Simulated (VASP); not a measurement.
# Zr (Pm-3m) in VASP: a series of runs

Runs on Zr. Level: r2SCAN. Tasks: single point.

Program: VASP 6.6.1. These are calculated values, not measurements. Logs are shortened: lines on timing, memory, paths and dates and some standing lists are left out, and cuts for length are marked.

## 1. The cell of the first run

The structure is cubic, space group Pm-3m (No. 221). The conventional cell has a = 3.017 Å, b = 3.017 Å, c = 3.017 Å, α = 90.00°, β = 90.00°, γ = 90.00°. Zr (site symmetry m-3m) has 6 Zr at 3.02 Å within 4.0 Å.

## 2. Single point, r2SCAN (volume scaled by 1.12)

Contents of POSCAR:

```
Zr
1.0
    3.0167289101      0.0000000000      0.0000000000
    0.0000000000      3.0167289101      0.0000000000
    0.0000000000      0.0000000000      3.0167289101
Zr
1
Direct
    0.0000000000      0.0000000000      0.0000000000
```

Contents of INCAR.step1:

```
SYSTEM = Zr
PREC = Accurate
ENCUT = 550
ISMEAR = -1
SIGMA = 0.1
LREAL = .FALSE.
LASPH = .TRUE.
NELM = 120
NBANDS = 12
GGA = PE
ALGO = Normal
EDIFF = 1E-5
LWAVE = .TRUE.
LCHARG = .FALSE.
GGA_COMPAT = .FALSE.
```

Contents of INCAR.step2:

```
SYSTEM = Zr
PREC = Accurate
ENCUT = 550
EDIFF = 1E-6
ISMEAR = -1
SIGMA = 0.1
LREAL = .FALSE.
LASPH = .TRUE.
NELM = 120
ALGO = Normal
ISIF = 2
LWAVE = .FALSE.
LCHARG = .TRUE.
METAGGA = R2SCAN
LMIXTAU = .TRUE.
LELF = .TRUE.
LVHAR = .TRUE.
NBANDS = 12
ISTART = 1
GGA_COMPAT = .FALSE.
```

Contents of KPOINTS:

```
regular mesh
0
G
  12 12 12
  0 0 0
```

Potentials or basis: VASP PAW PBE potentials, release 64 (Zr_sv).

Command:

```
$ cat potpaw_PBE.64/Zr_sv/POTCAR > POTCAR
$ cp INCAR.step1 INCAR
$ mpirun -np 1 vasp_std > vasp.out
$ cp INCAR.step2 INCAR
$ mpirun -np 1 vasp_std > vasp.out
```

OUTCAR:

```text
SYSTEM = Zr
   PREC = Accurate
   ENCUT = 550
   EDIFF = 1E-6
   ISMEAR = -1
   LREAL = .FALSE.
   LASPH = .TRUE.
   NELM = 120
   ISIF = 2
   METAGGA = R2SCAN
   ISTART = 1

 ion  position               nearest neighbor table
   1  0.000  0.000  0.000-

  LATTYP: Found a simple cubic cell.
 ALAT       =     3.0167289101

  Lattice vectors:

 A1 = (   3.0167289101,   0.0000000000,   0.0000000000)
 A2 = (   0.0000000000,   3.0167289101,   0.0000000000)
 A3 = (   0.0000000000,   0.0000000000,   3.0167289101)

Analysis of symmetry for initial positions (statically):
=====================================================================
 Subroutine PRICEL returns:
 Original cell was already a primitive cell.

 Routine SETGRP: Setting up the symmetry group for a
 simple cubic supercell.

 Subroutine GETGRP returns: Found 48 space group operations
 (whereof 48 operations were pure point group operations)
 out of a pool of 48 trial point group operations.

The static configuration has the point symmetry O_h .

Analysis of symmetry for dynamics (positions and initial velocities):
=====================================================================
 Subroutine PRICEL returns:
 Original cell was already a primitive cell.

 Routine SETGRP: Setting up the symmetry group for a
 simple cubic supercell.

 Subroutine GETGRP returns: Found 48 space group operations
 (whereof 48 operations were pure point group operations)
 out of a pool of 48 trial point group operations.

The dynamic configuration has the point symmetry O_h .

 Subroutine INISYM returns: Found 48 space group operations
 (whereof 48 operations are pure point group operations),
 and found     1 'primitive' translations

----------------------------------------------------------------------------------------

                                     Primitive cell

  volume of cell :      27.4542

  direct lattice vectors                    reciprocal lattice vectors
     3.016728910  0.000000000  0.000000000     0.331484873  0.000000000  0.000000000
     0.000000000  3.016728910  0.000000000     0.000000000  0.331484873  0.000000000
     0.000000000  0.000000000  3.016728910     0.000000000  0.000000000  0.331484873

  length of vectors
     3.016728910  3.016728910  3.016728910     0.331484873  0.331484873  0.331484873

  position of ions in fractional coordinates (direct lattice)
     0.000000000  0.000000000  0.000000000

  ion indices of the primitive-cell ions
   primitive index   ion index
                 1           1

----------------------------------------------------------------------------------------

 KPOINTS: regular mesh

Automatic generation of k-mesh.
 Grid dimensions read from file:
 generate k-points for:   12   12   12

 Generating k-lattice:

  Cartesian coordinates                     Fractional coordinates (reciprocal lattice)
     0.027623739  0.000000000  0.000000000     0.083333333  0.000000000  0.000000000
     0.000000000  0.027623739  0.000000000     0.000000000  0.083333333  0.000000000
     0.000000000  0.000000000  0.027623739     0.000000000  0.000000000  0.083333333

  Length of vectors
     0.027623739  0.027623739  0.027623739

  Shift w.r.t. Gamma in fractional coordinates (k-lattice)
     0.000000000  0.000000000  0.000000000

 Subroutine IBZKPT returns following result:
 ===========================================

 Found     84 irreducible k-points:

 Following reciprocal coordinates:
            Coordinates               Weight
  0.000000  0.000000  0.000000      1.000000
  0.083333  0.000000  0.000000      6.000000
  0.166667  0.000000  0.000000      6.000000
  0.250000  0.000000  0.000000      6.000000
  0.333333  0.000000  0.000000      6.000000
  0.416667  0.000000  0.000000      6.000000
[... 16 lines left out ...]
  0.333333  0.333333  0.000000     12.000000
  0.416667  0.333333  0.000000     24.000000
 [... further k-points ...]
   k-points           NKPTS =     84   k-points in BZ     NKDIM =     84   number of bands    NBANDS=     12
   number of dos      NEDOS =    301   number of ions     NIONS =      1
   total plane-waves  NPLWV =  13824
   dimension x,y,z NGX =    24 NGY =   24 NGZ =   24
   dimension x,y,z NGXF=    48 NGYF=   48 NGZF=   48
   ions per type =               1
   NGX,Y,Z   is equivalent  to a cutoff of  13.23, 13.23, 13.23 a.u.
   NGXF,Y,Z  is equivalent  to a cutoff of  26.45, 26.45, 26.45 a.u.
 SYSTEM =  Zr
   PREC   = accura    normal or accurate (medium, high low for compatibility)
   ISTART =      1    job   : 0-new  1-cont  2-samecut
   ICHARG =      0    charge: 1-file 2-atom 10-const
   ISPIN  =      1    spin polarized calculation?
   LNONCOLLINEAR =      F non collinear calculations
   LSORBIT =      F    spin-orbit coupling
   LASPH  =      T    aspherical Exc in radial PAW
   ENCUT  =  550.0 eV  40.42 Ry    6.36 a.u.   5.77  5.77  5.77*2*pi/ulx,y,z
   NELM   =    120;   NELMIN=  2; NELMDL=  0     # of ELM steps
   EDIFF  = 0.1E-05   stopping-criterion for ELM
   LREAL  =      F    real-space projection
   EDIFFG = 0.1E-04   stopping-criterion for IOM
   NSW    =      0    number of steps for IOM
   IBRION =     -1    ionic relax: 0-MD 1-quasi-New 2-CG
   NFREE  =      0    steps in history (QN), initial steepest desc. (CG)
   ISIF   =      2    stress and relaxation
   ISYM   =      2    0-nonsym 1-usesym 2-fastsym
   POTIM  = 0.5000    time-step for ionic-motion
   TEBEG  =    0.0;   TEEND  =   0.0 temperature during run
   PSTRESS=    0.0 pullay stress
   NELECT =      12.0000    total number of electrons
   NUPDOWN=      -1.0000    fix difference up-down
   EMIN   =  10.00;   EMAX   =-10.00  energy-range for DOS
   EFERMI =   0.00;   METHOD = LEGACY
   ISMEAR =    -1;   SIGMA  =   0.10  broadening in eV -4-tet -1-fermi 0-gaus
   EFERMI_NEDOS =   21; number of points for ismear=-14 and -15
   IALGO  =     38    algorithm
   IMIX   =      4    mixing-type and parameters
     AMIX     =   0.40;   BMIX     =  1.00
     AMIX_MAG =   1.60;   BMIX_MAG =  1.00
  volume/ion in A,a.u.               =      27.45       185.27
  Fermi-wavevector in a.u.,A,eV,Ry     =   1.242412  2.347818 21.001783  1.543588
  Thomas-Fermi vector in A             =   2.376768
   LORBIT       =      0    0 simple, 1 ext, 2 COOP (PROOUT), +10 PAW based schemes
   METAGGA = R2SCAN    functional components
   LHFCALC =     F    Hartree Fock is set to
   AEXX    =    0.0000 exact exchange contribution
   IVDW    =     0    specifies the selected vdW correction
   LEPSILON=     F    determine dielectric tensor
   LRPA    =     F    only Hartree local field effects (RPA)
 non-spin polarized calculation
  energy-cutoff  :      550.00
  volume of cell :       27.45
 maximum number of plane-waves:       840
 NGX is ok and might be reduce to    24
   NGX = 11   NGY = 11   NGZ = 11

 number of electron      11.9999999 magnetization

 Free energy of the ion-electron system (eV)
  ---------------------------------------------------
  ext. energy  EPLUGINS =         0.00000000
  ---------------------------------------------------
  free energy    TOTEN  =       -21.75234285 eV

  energy without entropy =      -21.68423014  energy(sigma->0) =      -21.71828650

 E-fermi :   6.9838     XC(G=0): -11.0673

 val. band max:        6.9659395286   @ k =   0.4167   0.2500   0.1667
 cond. band min:       6.9877567580   @ k =   0.2500   0.1667   0.0000
 fundamental gap:      0.0218172293
 Fermi energy:         6.9837824072

 k-point     1 :       0.0000    0.0000    0.0000
  band No.  band energies     occupation
      1     -43.4959      2.00000
      2     -20.3541      2.00000
      3     -20.3541      2.00000
      4     -20.3541      2.00000
      5       1.8002      2.00000
      6       5.4186      2.00000
      7       5.4186      2.00000
      8      12.3123      0.00000
      9      12.3123      0.00000
     10      12.3123      0.00000
     11      19.7480      0.00000
     12      19.7480      0.00000

 k-point     2 :       0.0833    0.0000    0.0000
  band No.  band energies     occupation
      1     -43.4890      2.00000
      2     -20.4213      2.00000
      3     -20.3486      2.00000
      4     -20.3486      2.00000
      5       1.9653      2.00000
      6       5.4650      2.00000
      7       5.5773      2.00000
      8      12.0521      0.00000
      9      12.0521      0.00000
     10      12.3296      0.00000
     11      18.8871      0.00000
     12      20.1093      0.00000

 k-point     3 :       0.1667    0.0000    0.0000
  band No.  band energies     occupation
      1     -43.4701      2.00000
      2     -20.6016      2.00000
      3     -20.3336      2.00000
      4     -20.3336      2.00000
      5       2.4234      2.00000
      6       5.5954      2.00000
      7       6.0212      1.99987
      8      11.4351      0.00000
      9      11.4351      0.00000
     10      12.3771      0.00000
     11      17.3271      0.00000
     12      21.0137      0.00000

 k-point     4 :       0.2500    0.0000    0.0000
  band No.  band energies     occupation
      1     -43.4440      2.00000
      2     -20.8408      2.00000
      3     -20.3131      2.00000
      4     -20.3131      2.00000
      5       3.0854      2.00000
      6       5.7832      1.99999
      7       6.6159      1.95076
      8      10.7377      0.00000
      9      10.7377      0.00000
     10      12.4431      0.00000
     11      15.9791      0.00000
     12      21.4568      0.00000

 k-point     5 :       0.3333    0.0000    0.0000
  band No.  band energies     occupation
      1     -43.4178      2.00000
      2     -21.0723      2.00000
      3     -20.2924      2.00000
      4     -20.2924      2.00000
      5       3.8440      2.00000
      6       5.9838      1.99991
      7       7.0722      0.58469
      8      10.1465      0.00000
      9      10.1465      0.00000
     10      12.5103      0.00000
     11      15.2625      0.00000
     12      20.2305      0.00000
[... 228 lines left out ...]
      1     -43.3483      2.00000
      2     -21.1733      2.00000
      3     -20.7388      2.00000
      4     -20.2384      2.00000
      5       5.1989      2.00000
      6       6.1041      1.99970
      7       7.9903      0.00009
      8      10.0287      0.00000
      9      10.2732      0.00000
     10      11.2017      0.00000
     11      15.4070      0.00000
     12      19.8042      0.00000

 k-point    22 :       0.5000    0.2500    0.0000
  band No.  band energies     occupation
      1     -43.3413      2.00000
      2     -21.2312      2.00000
      3     -20.7315      2.00000
      4     -20.2330      2.00000
      5       5.4514      2.00000
      6       5.9432      1.99994
      7       7.9677      0.00011
      8       9.9028      0.00000
      9      10.6351      0.00000
     10      11.2312      0.00000
     11      15.1869      0.00000
     12      20.5216      0.00000

 k-point    23 :       0.3333    0.3333    0.0000
  band No.  band energies     occupation
      1     -43.3417      2.00000
      2     -20.9919      2.00000
      3     -20.9716      2.00000
      4     -20.2334      2.00000
      5       4.9180      2.00000
      6       6.1907      1.99928
      7       9.0911      0.00000
      8       9.5952      0.00000
      9      10.4382      0.00000
     10      10.6570      0.00000
     11      15.7943      0.00000
     12      18.6171      0.00000

 k-point    24 :       0.4167    0.3333    0.0000
  band No.  band energies     occupation
      1     -43.3229      2.00000
      2     -21.1409      2.00000
      3     -20.9592      2.00000
      4     -20.2189      2.00000
      5       4.9052      2.00000
      6       6.2438      1.99878
      7       9.3556      0.00000
      8      10.1710      0.00000
      9      10.5437      0.00000
     10      10.6591      0.00000
     11      15.1323      0.00000
     12      19.1902      0.00000

 [... further k-points ...]
[... 5 lines left out ...]
  --------------------------------------------------------------------------------------
  -------------------------------------------------------------------------------------
  Total       -0.9997860     -0.9997860     -0.9997860     -0.0000000     -0.0000000      0.0000000
  in kB      -58.3456896    -58.3456896    -58.3456896     -0.0000000     -0.0000000      0.0000000
  external PRESSURE =     -58.3456896 kB  Pullay stress =       0.0000000 kB

 VOLUME and BASIS-vectors are now :
 -----------------------------------------------------------------------------
  energy-cutoff  :      550.00
  volume of cell :       27.45
      direct lattice vectors                 reciprocal lattice vectors
     3.016728910  0.000000000  0.000000000     0.331484873  0.000000000  0.000000000
     0.000000000  3.016728910  0.000000000     0.000000000  0.331484873  0.000000000
     0.000000000  0.000000000  3.016728910     0.000000000  0.000000000  0.331484873

 POSITION                                       TOTAL-FORCE (eV/Angst)
 -----------------------------------------------------------------------------------
      0.00000      0.00000      0.00000         0.000000      0.000000      0.000000
 -----------------------------------------------------------------------------------
    total drift:                               -0.000000      0.000000      0.000000

  FREE ENERGIE OF THE ION-ELECTRON SYSTEM (eV)
  ---------------------------------------------------
  free  energy   TOTEN  =       -21.7523428504 eV

  energy  without entropy=      -21.6842301437  energy(sigma->0) =      -21.71828650
```

It took 58 s on 1 thread of Intel Xeon Platinum 8259CL at 2.50GHz (Skylake/Cascade Lake), shared host; peak memory 0.16 GiB.

Results:

```
Free energy            : -21.7523 eV
Pressure               : -5.8 GPa
Band gap on the k mesh : zero (band 6 reaches 7.82 eV, above the bottom of band 7 at 5.42 eV)
```

Caveat: the PAW data sets were made with another functional, which shifts forces and pressure a little.

[end of part 1 of 2]
